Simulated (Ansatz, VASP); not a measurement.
One calculation of Hf2TaN2, two programs

```xyz
5
Lattice="4.6365 0.0000 0.0000 -2.3182 4.0153 0.0000 0.0000 0.0000 4.0910" Properties=species:S:1:pos:R:3 pbc="T T T"
Hf    0.0000    2.6769    2.0455
Hf    2.3182    1.3384    2.0455
Ta    0.0000    0.0000    0.0000
N     0.0000    2.6769    0.0000
N     2.3182    1.3384    0.0000
```

Alike in both runs: functional PBE; k mesh 6 × 6 × 4; occupations gaussian, width 0.1 eV; no spin polarisation.

Ansatz relaxed the structure, and its values are those at the end. VASP's run is a single point on that final structure, the one shown.

```csv
,VASP,Ansatz
version,VASP 6.6.1,Ansatz 0.2.0
potentials or method,"VASP PAW PBE potentials, release 64 (Hf_pv, Ta_pv, N), cutoff 520 eV","scalar-relativistic, plane waves, PAW"
valence electrons in the cell,41,75
```

|  | VASP | Ansatz | Ansatz less VASP |
| --- | --- | --- | --- |
| gap on the k mesh at the Fermi level (eV) | none | none | - |
| pressure (GPa) | -0.2 | 0.0 | +0.27 |

A gap of «none» marks a metal or a gap that the smearing closes. With one functional, cell and mesh, what is left measures potentials, basis and numerics. VASP's potentials hold 41 valence electrons a cell and Ansatz's 75, so a difference there can come from the potentials and not from the codes.

The k mesh is coarse, so the values compare programs but aren't converged. Spin-orbit coupling is off throughout.
